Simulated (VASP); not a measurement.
Write the native input for VASP 6.6.1 that does the following.

| Property | Result |
| --- | --- |
| Task | relaxation of cell and atoms |
| Functional | PBE |
| Potentials or basis | VASP PAW PBE potentials, release 64 (Ta_pv, Cu) |
| Cutoff | 600 eV |
| k mesh | 8 × 8 × 8 |
| Occupations | gaussian, width 0.1 eV |
| Spin | no spin polarisation |
| Dipole correction | no |
| Further INCAR settings | ALGO = Fast; EDIFF = 1e-06; IBRION = 2; EDIFFG = -0.01; NSW = 100; ISIF = 3 |

The structure of Ta4Cu lies in POSCAR:

```
Ta4Cu
1.0
    4.6201243767      0.0000000000      0.0000000000
    0.0000000000      4.6201243767      0.0000000000
    0.0000000000      0.0000000000      4.6201243767
Ta Cu
4 1
Direct
    0.0000000000      0.0000000000      0.0000000000
    0.5000000000      0.5000000000      0.0000000000
    0.5000000000      0.0000000000      0.5000000000
    0.0000000000      0.5000000000      0.5000000000
    0.5000000000      0.5000000000      0.5000000000
```

The cell was generated, and may not be a known phase.

The input as run:

INCAR

```
SYSTEM = Ta4Cu
ALGO     = Fast           ! electronic algorithm
EDIFF    = 1E-6           ! SCF threshold, eV
EDIFFG   = -0.01          ! ionic threshold
ENCUT    = 600            ! plane-wave cutoff, eV
GGA      = PE             ! functional
IBRION   = 2              ! ionic algorithm
ISIF     = 3              ! what is computed and relaxed
ISMEAR   = 0              ! smearing method
LASPH    = .TRUE.         ! aspherical terms in the spheres
LCHARG   = .FALSE.        ! write CHGCAR
LREAL    = .FALSE.        ! projectors in reciprocal space
LWAVE    = .FALSE.        ! write WAVECAR
NELM     = 60             ! most SCF steps
NSW      = 100            ! ionic steps
PREC     = Accurate       ! precision mode
SIGMA    = 0.1            ! smearing width, eV
```

KPOINTS

```
k-points
0
G
  8 8 8
  0 0 0
```

Potentials or basis: VASP PAW PBE potentials, release 64 (Ta_pv, Cu).

Run with:

```bash
$ cat potpaw_PBE.64/Ta_pv/POTCAR potpaw_PBE.64/Cu/POTCAR > POTCAR
$ mpirun -np 1 vasp_std > vasp.out
```

Results of the run:

```
Pressure after relaxing : 0.0 GPa
Band gap on the k mesh  : zero (an odd number of electrons rules out a gap without spin polarisation)
```

Caveat: the relaxation stopped at its first step, so nothing moved; spin-orbit coupling is left out, which moves the levels of the heavy elements.

Run time: 94 s on 1 thread of Intel(R) Xeon(R) 6975P-C (Granite Rapids), on a shared host, peak memory 0.32 GiB.
